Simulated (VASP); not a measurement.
# SrO (P6_3mc) in VASP: vibrations by perturbation theory with LDA

Aim: the vibrations by perturbation theory of SrO with LDA.

Program: VASP 6.6.1. These are calculated values, not measurements. Logs are shortened: lines on timing, memory, paths and dates and some standing lists are left out, and cuts for length are marked.

## Step 1: The cell of the first run

The structure is hexagonal, space group P6_3mc (No. 186). Conventional cell: a = 4.275 Å, b = 4.275 Å, c = 5.156 Å, α = 90.00°, β = 90.00°, γ = 120.00°. Sr (site symmetry 3m) has 5 O at 2.47 to 2.58 Å within 3.3 Å. Within 3.3 Å of O (site symmetry 3m) lie 5 Sr at 2.47 to 2.58 Å.

## Step 2: Vibrations by perturbation theory, LDA

INCAR reads:

```
SYSTEM = SrO
PREC = Accurate
ENCUT = 520
EDIFF = 1E-8
ISMEAR = -1
SIGMA = 0.01
LREAL = .FALSE.
LASPH = .TRUE.
NELM = 100
ALGO = Normal
ISIF = 2
LWAVE = .FALSE.
LCHARG = .FALSE.
NBANDS = 24
IBRION = 8
NSW = 1
```

KPOINTS reads:

```
regular mesh
0
G
  6 6 4
  0 0 0
```

POSCAR reads:

```
SrO
1.0
    4.2754660000      0.0000000000      0.0000000000
   -2.1377330000      3.7026620000      0.0000000000
    0.0000000000      0.0000000000      5.1555950000
Sr O
2 2
Direct
    0.3333333333      0.6666666667      0.9381280000
    0.6666666667      0.3333333333      0.4381280000
    0.3333333333      0.6666666667      0.4368720000
    0.6666666667      0.3333333333      0.9368720000
```

Potentials or basis: VASP PAW LDA potentials, release 64 (Sr_sv, O).

Run with:

```
$ cat potpaw_LDA.64/Sr_sv/POTCAR potpaw_LDA.64/O/POTCAR > POTCAR
$ mpirun -np 1 vasp_std > vasp.out
```

OUTCAR:

```text
SYSTEM = SrO
   PREC = Accurate
   ENCUT = 520
   EDIFF = 1E-8
   ISMEAR = -1
   LREAL = .FALSE.
   LASPH = .TRUE.
   NELM = 100
   ISIF = 2
   IBRION = 8
   NSW = 1

 ion  position               nearest neighbor table
   1  0.333  0.667  0.938-   4 2.47   4 2.47   4 2.47   3 2.57   3 2.58   2 3.57   2 3.57   2 3.57
                             2 3.57   2 3.57   2 3.57
   2  0.667  0.333  0.438-   3 2.47   3 2.47   3 2.47   4 2.57   4 2.58   1 3.57   1 3.57   1 3.57
                             1 3.57   1 3.57   1 3.57
   3  0.333  0.667  0.437-   2 2.47   2 2.47   2 2.47   1 2.57   1 2.58
   4  0.667  0.333  0.937-   1 2.47   1 2.47   1 2.47   2 2.57   2 2.58

  LATTYP: Found a hexagonal cell.
 ALAT       =     4.2754660000
 C/A-ratio  =     1.2058556892

  Lattice vectors:

 A1 = (   4.2754660000,   0.0000000000,   0.0000000000)
 A2 = (  -2.1377330000,   3.7026620000,   0.0000000000)
 A3 = (   0.0000000000,   0.0000000000,   5.1555950000)

Analysis of symmetry for initial positions (statically):
=====================================================================
 Subroutine PRICEL returns:
 Original cell was already a primitive cell.

 Routine SETGRP: Setting up the symmetry group for a
 hexagonal supercell.

 Subroutine GETGRP returns: Found 12 space group operations
 (whereof  6 operations were pure point group operations)
 out of a pool of 24 trial point group operations.

The static configuration has the point symmetry C_3v.
 The point group associated with its full space group is C_6v.

Analysis of symmetry for dynamics (positions and initial velocities):
=====================================================================
 Subroutine PRICEL returns:
 Original cell was already a primitive cell.

 Routine SETGRP: Setting up the symmetry group for a
 hexagonal supercell.

 Subroutine GETGRP returns: Found 12 space group operations
 (whereof  6 operations were pure point group operations)
 out of a pool of 24 trial point group operations.

The dynamic configuration has the point symmetry C_3v.
 The point group associated with its full space group is C_6v.

 Subroutine INISYM returns: Found 12 space group operations
 (whereof  6 operations are pure point group operations),
 and found     1 'primitive' translations

----------------------------------------------------------------------------------------

                                     Primitive cell

  volume of cell :      81.6162

  direct lattice vectors                    reciprocal lattice vectors
     4.275466000  0.000000000  0.000000000     0.233892633  0.135037981  0.000000000
    -2.137733000  3.702662000  0.000000000     0.000000000  0.270075962  0.000000000
     0.000000000  0.000000000  5.155595000     0.000000000  0.000000000  0.193964033

  length of vectors
     4.275466000  4.275465854  5.155595000     0.270075952  0.270075962  0.193964033

  position of ions in fractional coordinates (direct lattice)
     0.333333333  0.666666667  0.938128000
     0.666666667  0.333333333  0.438128000
     0.333333333  0.666666667  0.436872000
     0.666666667  0.333333333  0.936872000

  ion indices of the primitive-cell ions
   primitive index   ion index
                 1           1
                 2           2
                 3           3
                 4           4

----------------------------------------------------------------------------------------

 KPOINTS: regular mesh

Automatic generation of k-mesh.
 Grid dimensions read from file:
 generate k-points for:    6    6    4

 Generating k-lattice:

  Cartesian coordinates                     Fractional coordinates (reciprocal lattice)
     0.038982105  0.022506330  0.000000000     0.166666667  0.000000000  0.000000000
     0.000000000  0.045012660  0.000000000     0.000000000  0.166666667  0.000000000
     0.000000000  0.000000000  0.048491008     0.000000000  0.000000000  0.250000000

  Length of vectors
     0.045012659  0.045012660  0.048491008
[... 67 lines left out ...]
   IALGO  =     38    algorithm
   IMIX   =      4    mixing-type and parameters
     AMIX     =   0.40;   BMIX     =  1.00
     AMIX_MAG =   1.60;   BMIX_MAG =  1.00
  volume/ion in A,a.u.               =      20.40       137.69
  Fermi-wavevector in a.u.,A,eV,Ry     =   1.198209  2.264287 19.533962  1.435706
  Thomas-Fermi vector in A             =   2.334104
   LORBIT       =      0    0 simple, 1 ext, 2 COOP (PROOUT), +10 PAW based schemes
   GGA     = CA    functional components
   LHFCALC =     F    Hartree Fock is set to
   AEXX    =    0.0000 exact exchange contribution
   IVDW    =     0    specifies the selected vdW correction
   LEPSILON=     F    determine dielectric tensor
   LRPA    =     F    only Hartree local field effects (RPA)
 non-spin polarized calculation
  energy-cutoff  :      520.00
  volume of cell :       81.62
 maximum number of plane-waves:      2220
 NGX is ok and might be reduce to    32
   NGX = 15   NGY = 15   NGZ = 19

--------------------------------------- Ionic step        1  -------------------------------------------

 number of electron      32.0000008 magnetization

 Free energy of the ion-electron system (eV)
  ---------------------------------------------------
  ext. energy  EPLUGINS =         0.00000000
  ---------------------------------------------------
  free energy    TOTEN  =       -26.34653384 eV

  energy without entropy =      -26.34653384  energy(sigma->0) =      -26.34653384

 E-fermi :   0.6573     XC(G=0):  -9.4575

 val. band max:        0.4192820012   @ k =   0.0000   0.0000   0.0000
 cond. band min:       2.8663537043   @ k =   0.0000   0.0000   0.0000
 fundamental gap:      2.4470717031
 Fermi energy:         0.6572556858

 k-point     1 :       0.0000    0.0000    0.0000
  band No.  band energies     occupation
      1     -31.7030      2.00000
      2     -31.5302      2.00000
      3     -14.3710      2.00000
      4     -14.2765      2.00000
      5     -14.2662      2.00000
      6     -13.9497      2.00000
[... 556 lines left out ...]
     23       9.6331      0.00000
     24       9.6331      0.00000

------------------------ aborting loop because EDIFF is reached ----------------------------------------

  FORCE on cell =-STRESS in cart. coord.  units (eV):
  Direction    XX          YY          ZZ          XY          YZ          ZX
  --------------------------------------------------------------------------------------
  -------------------------------------------------------------------------------------
  Total       -1.9224360     -1.9224358     -2.1852092      0.0000000      0.0000000     -0.0000000
  in kB      -37.7386320    -37.7386286    -42.8970366      0.0000000      0.0000000     -0.0000000
  external PRESSURE =     -39.4580991 kB  Pullay stress =       0.0000000 kB

 VOLUME and BASIS-vectors are now :
 -----------------------------------------------------------------------------
  energy-cutoff  :      520.00
  volume of cell :       81.62
      direct lattice vectors                 reciprocal lattice vectors
     4.275466000  0.000000000  0.000000000     0.233892633  0.135037981  0.000000000
    -2.137733000  3.702662000  0.000000000     0.000000000  0.270075962  0.000000000
     0.000000000  0.000000000  5.155595000     0.000000000  0.000000000  0.193964033

 POSITION                                       TOTAL-FORCE (eV/Angst)
 -----------------------------------------------------------------------------------
     -0.00000      2.46844      4.83661         0.000000     -0.000000     -0.011540
      2.13773      1.23422      2.25881        -0.000000      0.000000     -0.011540
     -0.00000      2.46844      2.25234        -0.000000      0.000000      0.011540
      2.13773      1.23422      4.83013         0.000000     -0.000000      0.011540
 -----------------------------------------------------------------------------------
    total drift:                               -0.000000      0.000000      0.000393

  FREE ENERGIE OF THE ION-ELECTRON SYSTEM (eV)
  ---------------------------------------------------
  free  energy   TOTEN  =       -26.3465338400 eV

  energy  without entropy=      -26.3465338400  energy(sigma->0) =      -26.34653384

[... ionic steps 2 to 9 ...]

--------------------------------------- Ionic step       10  -------------------------------------------

------------------------ aborting loop because EDIFF is reached ----------------------------------------

[... ionic steps 11 to 11 ...]

--------------------------------------- Ionic step       12  -------------------------------------------

 Free energy of the ion-electron system (eV)
  ---------------------------------------------------
  ---------------------------------------------------
  free energy    TOTEN  =        -0.36672845 eV

  energy without entropy =       -0.36672845

------------------------ aborting loop because EDIFF is reached ----------------------------------------

 INTERNAL STRAIN TENSOR  FOR ION    3  DIRECTION 3   (eV/Angst):
 -----------------------------------------------------------------------------
     0.02454  0.00000  0.00000
     0.00000  0.02454  0.00000
    -0.00000  0.00000 -0.27671

 INTERNAL STRAIN TENSOR FOR ION    4 for displacements in x,y,z  (eV/Angst):
          X           Y           Z          XY          YZ          ZX
  --------------------------------------------------------------------------------
  x     0.00000    -0.00000     0.00000     3.24998     0.00000     0.03011
  y     3.24998    -3.24998     0.00000     0.00000     0.02059    -0.00000
  z     0.02454     0.02454    -0.27671     0.00000     0.00000     0.00000

 SECOND DERIVATIVES (NOT SYMMETRIZED)
 ------------------------------------
               1X          1Y          1Z          2X          2Y          2Z          3X          3Y          3Z          4X          4Y          4Z
  1X    -5.969972   -0.000000   -0.000000    1.300903   -0.000000    0.000000    0.875967    0.000000    0.000000    3.793101    0.000000    0.000000
  1Y     0.000000   -5.969971    0.000000    0.000000    1.300903   -0.000000   -0.000000    0.875967    0.000000    0.000000    3.793101    0.000000
  1Z    -0.000000    0.000000   -6.271087    0.000000    0.000000    4.502608    0.000000   -0.000000    0.214535    0.000000   -0.000000    1.553944
  2X     1.300903   -0.000000   -0.000000   -5.969972    0.000000    0.000000    3.793101    0.000000    0.000000    0.875967   -0.000000   -0.000000
  2Y     0.000000    1.300903    0.000000   -0.000000   -5.969971   -0.000000    0.000000    3.793101    0.000000    0.000000    0.875967   -0.000000
  2Z     0.000000    0.000000    4.502608   -0.000000    0.000000   -6.271087    0.000000    0.000000    1.553944    0.000000    0.000000    0.214535
  3X     0.882551    0.000000   -0.000000    3.780285    0.000000    0.000000   -4.845013    0.000000   -0.000000    0.182178   -0.000000    0.000000
  3Y     0.000000    0.882551   -0.000000    0.000000    3.780284    0.000000   -0.000000   -4.845013    0.000000    0.000000    0.182178    0.000000
  3Z     0.000000   -0.000000    0.202181    0.000000    0.000000    1.598495    0.000000   -0.000000   -3.215272    0.000000    0.000000    1.414595
  4X     3.780285    0.000000    0.000000    0.882551   -0.000000    0.000000    0.182178    0.000000   -0.000000   -4.845013    0.000000    0.000000
  4Y     0.000000    3.780284   -0.000000    0.000000    0.882551    0.000000    0.000000    0.182178   -0.000000    0.000000   -4.845013    0.000000
  4Z     0.000000    0.000000    1.598495    0.000000    0.000000    0.202181    0.000000    0.000000    1.414595    0.000000    0.000000   -3.215272

 Eigenvectors and eigenvalues of the dynamical matrix
 ----------------------------------------------------

   1 f  =    9.178692 THz    57.671420 2PiTHz  306.168196 cm-1    37.960001 meV
             X         Y         Z           dx          dy          dz
     -0.000000  2.468441  4.836608     0.278015    0.000000   -0.000000
      2.137733  1.234221  2.258811     0.278015    0.000000   -0.000000
     -0.000000  2.468441  2.252335    -0.650160   -0.000000    0.000000
      2.137733  1.234221  4.830133    -0.650160   -0.000000   -0.000000
[... 71 lines left out ...]
  12 f/i=    0.018450 THz     0.115927 2PiTHz    0.615436 cm-1     0.076304 meV
             X         Y         Z           dx          dy          dz
     -0.000000  2.468441  4.836608     0.000000   -0.000000   -0.651123
      2.137733  1.234221  2.258811     0.000000   -0.000000   -0.651123
     -0.000000  2.468441  2.252335     0.000000   -0.000000   -0.275750
      2.137733  1.234221  4.830133     0.000000   -0.000000   -0.275750

--------------------------------------------------------------------------------------------------------

 ELASTIC MODULI CONTR FROM IONIC RELAXATION (kBar)
 Direction    XX          YY          ZZ          XY          YZ          ZX
 --------------------------------------------------------------------------------
 XX        -160.9433    160.9156      0.1589      0.0000     -0.0000      0.0000
 YY         160.9156   -160.9433      0.1589     -0.0000      0.0000     -0.0000
 ZZ           0.1589      0.1589     -1.8189      0.0000      0.0000      0.0000
 XY           0.0000     -0.0000      0.0000   -160.9294      0.0000      0.0000
 YZ          -0.0000      0.0000      0.0000      0.0000     -0.0057      0.0000
 ZX           0.0000     -0.0000      0.0000      0.0000      0.0000     -0.0073
 --------------------------------------------------------------------------------
```

Wall time 14 min (1 thread of AMD EPYC 7R43 (Zen 3), shared host); peak memory 0.44 GiB.

What came out:

| Quantity | Value |
| --- | --- |
| Highest phonon frequency at Γ, LO-TO splitting left out | 306 cm⁻¹ |

Phonon frequencies in cm⁻¹ (negative: imaginary):
| q point | frequencies |
| --- | --- |
| (0.000, 0.000, 0.000) | -1 0 0 127 127 177 190 284 303 303 306 306 |

Caveat: the cell stands under pressure or tension, which shifts response properties.
